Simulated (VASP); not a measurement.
CsPbBr3, 5 atoms in the cell. The structure is tetragonal, space group P4/mmm (No. 123). Conventional cell: a = 5.694 Å, b = 5.694 Å, c = 5.782 Å, α = 90.00°, β = 90.00°, γ = 90.00°. Within 5.3 Å of Cs (site symmetry 4/mmm) lie 12 Br at 4.03 to 4.06 Å and 8 Pb at 4.96 Å. Pb (site symmetry 4/mmm) has 6 Br at 2.85 to 2.89 Å within 3.8 Å. Within 3.8 Å of Br (site symmetry mmm) lie 2 Pb at 2.85 Å. Br (site symmetry 4/mmm) has 2 Pb at 2.89 Å within 3.8 Å.  This cell differs from its parent crystal: strain -0.030 along x and y, -0.015 along z.

* Program: VASP 6.6.1
* Task: single point
* Functional: PBEsol
* Potentials or basis: VASP PAW PBE potentials, release 64 (Cs_sv, Pb_d, Br)
* Cutoff: 520 eV
* k mesh: 6 × 6 × 6
* Occupations: gaussian, width 0.05 eV
* Spin: no spin polarisation
* Dipole correction: no
* Further INCAR settings: ALGO = Normal; EDIFF = 1e-06; NBANDS = 30

Potentials or basis: VASP PAW PBE potentials, release 64 (Cs_sv, Pb_d, Br).

The run is started by

```sh
$ cat potpaw_PBE.64/Cs_sv/POTCAR potpaw_PBE.64/Pb_d/POTCAR potpaw_PBE.64/Br/POTCAR > POTCAR
$ mpirun -np 1 vasp_std > vasp.out
```

Hardware: 1 thread of AMD EPYC 9R14 (Zen 4), with other jobs on the host.

**Question.** How long does it take, and how much memory?

**Answer.** It took 2.6 min on 1 thread of AMD EPYC 9R14 (Zen 4), with other jobs on the host, peak memory 0.38 GiB. Counts: scf iterations 14, k points 40.
